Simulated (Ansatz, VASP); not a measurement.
**Sn2H in VASP and in Ansatz**

```xyz
3
Lattice="3.4590 0.0000 0.0000 -1.7295 2.9956 0.0000 0.0000 0.0000 5.6788" Properties=species:S:1:pos:R:3 pbc="T T T"
Sn    1.7295    0.9985    4.2353
Sn    0.0000    1.9971    1.4435
H     0.0000    0.0000    0.0000
```

Change from the starting cell: species swapped into the CrSe2 type (P-3m1, No. 164).

Alike in both runs: functional PBE; k mesh 18 × 18 × 8; occupations gaussian, width 0.1 eV; no spin polarisation.

Ansatz relaxed the structure, and its values are those at the end. VASP's run is a single point on that final structure, the one shown.

|  | VASP | Ansatz |
| --- | --- | --- |
| version | VASP 6.6.1 | Ansatz 0.2.0 |
| potentials or method | VASP PAW PBE potentials, release 64 (Sn_d, H), cutoff 520 eV | scalar-relativistic, plane waves, PAW |
| valence electrons in the cell | 29 | 29 |

Ansatz gave:

| Item | Value |
| --- | --- |
| gap on the k mesh at the Fermi level (eV) | none |
| pressure (GPa) | 0.0 |
| rms of the force components (eV/Å) | 0.004 |

Problem. Which values does VASP return?

Solution. gap on the k mesh at the Fermi level (eV): none; pressure (GPa): 0.0; rms of the force components (eV/Å): 0.005.

A gap of «none» marks a metal or a gap that the smearing closes. With one functional, cell and mesh, what is left measures potentials, basis and numerics.
